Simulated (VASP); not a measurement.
KI:

```
CELL_PARAMETERS angstrom
0.00000 3.54429 3.54429
3.54429 0.00000 3.54429
3.54429 3.54429 0.00000
ATOMIC_POSITIONS crystal
K 0.00000 0.00000 0.00000
I 0.50000 0.50000 0.50000
```

Base run:

```yaml
Program: VASP 6.6.1
Functional: PBE
Potentials_or_basis: VASP PAW PBE potentials, release 64 (K_sv, I)
Cutoff: 500 eV
k_mesh: 4 × 4 × 4
Occupations: gaussian, width 0.01 eV
Spin: no spin polarisation
```

Its results: band gap on the k mesh 3.94 eV, direct; pressure 0.5 GPa.

Task: The run is repeated on the same cell with these changes: k mesh from 4 × 4 × 4 to 2 × 2 × 2. What comes out?

Result: Band gap on the k mesh 3.91 eV, direct; pressure 1.1 GPa.

Caveats: some runs use coarse meshes; spin-orbit coupling is left out, which moves the levels of the heavy elements.

